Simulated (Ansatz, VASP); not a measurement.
One calculation of Na5CoSeO2, two programs

File INCAR:

```
PREC = Accurate
ENCUT = 600
EDIFF = 1E-6
ISMEAR = -1
SIGMA = 0.048
LREAL = False
LASPH = True
NELM = 120
ALGO = Normal
ISIF = 2
LWAVE = False
LCHARG = True
GGA = PE
LELF = True
LVHAR = True
NBANDS = 41
GGA_COMPAT = False
```

Contents of KPOINTS:

```
Automatic mesh
0
Gamma
  4 4 3
```

The input POSCAR:

```
Na5CoSeO2
1.0
    4.6064210000      0.0000000000      0.0000000000
    0.0000000000      4.6064210000      0.0000000000
    0.0000000000      0.0000000000      8.0707790000
Na Se Co O
5 1 1 2
Direct
    0.0000000000      0.0000000000      0.5000000000
    0.0000000000      0.5000000000      0.2558000000
    0.5000000000      0.0000000000      0.2558000000
    0.0000000000      0.5000000000      0.7442000000
    0.5000000000      0.0000000000      0.7442000000
    0.5000000000      0.5000000000      0.5000000000
    0.0000000000      0.0000000000      0.0000000000
    0.0000000000      0.0000000000      0.2187000000
    0.0000000000      0.0000000000      0.7813000000
```

Input for Ansatz:

```yaml
crystal:
  lattice:
    - [4.606421, 0.0, 0.0]
    - [0.0, 4.606421, 0.0]
    - [0.0, 0.0, 8.070779]
  atoms:
    - { symbol: Na, position: [0.0, 0.0, 0.5] }
    - { symbol: Se, position: [0.5, 0.5, 0.5] }
    - { symbol: Na, position: [0.0, 0.5, 0.2558] }
    - { symbol: Na, position: [0.5, 0.0, 0.2558] }
    - { symbol: Na, position: [0.0, 0.5, 0.7442] }
    - { symbol: Na, position: [0.5, 0.0, 0.7442] }
    - { symbol: Co, position: [0.0, 0.0, 0.0] }
    - { symbol: O, position: [0.0, 0.0, 0.2187] }
    - { symbol: O, position: [0.0, 0.0, 0.7813] }
  symmetry: { tolerance: 0.0003 }
kpoints:
  mp_grid: { grid: [4, 4, 3], shift: [0, 0, 0] }
magnetization:
  spin_polarized: false
scf:
  occupations: { method: fermi_dirac, width: 0.048 }
hamiltonian:
  pseudopotentials: { kind: paw }
  xc: pbe
basis:
  ecutwfc: 420
output:
  forces: true
  stress: true
  eigenvalues: true
```

Alike in both runs: task single point; functional PBE; k mesh 4 × 4 × 3; occupations fermi-dirac, width 0.048 eV; no spin polarisation.

|  | VASP | Ansatz |
| --- | --- | --- |
| version | VASP 6.6.1 | Ansatz 0.2.0 |
| potentials or method | VASP PAW PBE potentials, release 64 (Na_pv, Se, Co, O), cutoff 600 eV | PAW plane waves |
| valence electrons in the cell | 62 | 90 |

```tsv
	VASP	Ansatz	Ansatz less VASP
gap on the k mesh at the Fermi level (eV)	none	none	-
pressure (GPa)	1.0	1.0	-0.02
rms of the force components (eV/Å)	0.165	0.168	+0.0033
```

A gap of «none» marks a metal or a gap that the smearing closes. VASP's potentials hold 62 valence electrons a cell and Ansatz's 90, so a difference there can come from the potentials and not from the codes.
